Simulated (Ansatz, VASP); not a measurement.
One calculation of PbO2, two programs

File POSCAR:

```
PbO2
1.0
    4.9949598700      0.0000000000      0.0000000000
    0.0000000000      4.9949598700      0.0000000000
    0.0000000000      0.0000000000      3.4090009600
Pb O
2 4
Direct
    0.5000000000      0.5000000000      0.5000000000
    0.0000000000      0.0000000000      0.0000000000
    0.6925710400      0.6925710400      0.0000000000
    0.8074289600      0.1925710400      0.5000000000
    0.1925710400      0.8074289600      0.5000000000
    0.3074289600      0.3074289600      0.0000000000
```

INCAR.step1

```
PREC = Accurate
ENCUT = 520
ISMEAR = -1
SIGMA = 0.05
LREAL = False
LASPH = True
NELM = 100
NBANDS = 35
GGA = PE
ALGO = Normal
EDIFF = 1E-4
LWAVE = True
LCHARG = False
```

INCAR.step2

```
PREC = Accurate
ENCUT = 520
EDIFF = 1E-6
ISMEAR = -1
SIGMA = 0.05
LREAL = False
LASPH = True
NELM = 100
ALGO = Normal
ISIF = 2
LWAVE = False
LCHARG = False
METAGGA = R2SCAN
LMIXTAU = True
NBANDS = 35
ISTART = 1
```

The input KPOINTS:

```
Automatic mesh
0
Gamma
  6 6 8
```

Contents of input.yaml:

```yaml
crystal:
  lattice:
    - [4.99495987, 0.0, 0.0]
    - [0.0, 4.99495987, 0.0]
    - [0.0, 0.0, 3.40900096]
  atoms:
    - { symbol: Pb, position: [0.5, 0.5, 0.5] }
    - { symbol: Pb, position: [0.0, 0.0, 0.0] }
    - { symbol: O, position: [0.69257104, 0.69257104, 0.0] }
    - { symbol: O, position: [0.80742896, 0.19257104, 0.5] }
    - { symbol: O, position: [0.19257104, 0.80742896, 0.5] }
    - { symbol: O, position: [0.30742896, 0.30742896, 0.0] }
hamiltonian:
  xc: r2scan
  pseudopotentials: { kind: paw }
kpoints:
  mp_grid: { grid: [6, 6, 8] }
  band_path:
    path:
      - [[0.0, 0.0, 0.0], [0.0, 0.5, 0.0], [0.5, 0.5, 0.0], [0.0, 0.0, 0.0], [0.0, 0.0, 0.5], [0.0, 0.5, 0.5], [0.5, 0.5, 0.5], [0.0, 0.0, 0.5]]
      - [[0.0, 0.5, 0.0], [0.0, 0.5, 0.5]]
      - [[0.5, 0.5, 0.0], [0.5, 0.5, 0.5]]
    npoints: 14
scf:
  occupations: { method: fermi_dirac, width: 0.05 }
  n_extra_bands: 15
output:
  forces: true
  stress: true
  eigenvalues: true
  fatbands: false
```

Alike in both runs: functional r2SCAN; k mesh 6 × 6 × 8; occupations fermi-dirac, width 0.05 eV; no spin polarisation.

|  | VASP | Ansatz |
| --- | --- | --- |
| version | VASP 6.6.1 | Ansatz 0.2.0 |
| potentials or method | VASP PAW PBE potentials, release 64 (Pb_d, O) | Ansatz PAW |
| plane-wave cutoff (eV) | 520 | 500 |
| valence electrons in the cell | 52 | 52 |
| task | single point | band structure |

|  | VASP | Ansatz | Ansatz less VASP |
| --- | --- | --- | --- |
| gap on the k mesh at the Fermi level (eV) | none | none | - |
| pressure (GPa) | 0.1 | -0.7 | -0.88 |
| traceless stress, the component that is largest in VASP (GPa) | 0.13 | -0.14 | -0.275 |
| rms of the force components (eV/Å) | 0.009 | 0.001 | -0.0081 |

VASP's potentials were made for PBE, not for r2SCAN. Atom by atom the forces differ by 0.008 eV/Å (rms over components). A gap of «none» marks a metal or a gap that the smearing closes.

Spin-orbit coupling is off throughout.
